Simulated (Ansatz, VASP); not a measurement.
# Ti3I in VASP and in Ansatz

```xyz
4
Lattice="4.3741 0.0000 0.0000 0.0000 4.3741 0.0000 0.0000 0.0000 3.7481" Properties=species:S:1:pos:R:3 pbc="T T T"
Ti    0.0000    2.1870    1.8740
Ti    2.1870    0.0000    1.8740
Ti    2.1870    2.1870    0.0000
I     0.0000    0.0000    0.0000
```

Alike in both runs: functional PBE; k mesh 4 × 4 × 4; occupations gaussian, width 0.1 eV; no spin polarisation.

Ansatz relaxed the structure, and its values are those at the end. VASP's run is a single point on that final structure, the one shown.

|  | VASP | Ansatz |
| --- | --- | --- |
| version | VASP 6.6.1 | Ansatz 0.2.0 |
| potentials or method | VASP PAW PBE potentials, release 64 (Ti_sv, I), cutoff 520 eV | scalar-relativistic, plane waves, PAW |
| valence electrons in the cell | 43 | 53 |

|  | VASP | Ansatz | Ansatz less VASP |
| --- | --- | --- | --- |
| gap on the k mesh at the Fermi level (eV) | none | none | - |
| pressure (GPa) | -0.1 | 0.0 | +0.11 |

A gap of «none» marks a metal or a gap that the smearing closes. The functional is the same, so the differences come from potentials, cutoffs and numerics. VASP's potentials hold 43 valence electrons a cell and Ansatz's 53, so a difference there can come from the potentials and not from the codes.

The k mesh is coarse, so the values compare programs but aren't converged. Neither program's run includes spin-orbit coupling.
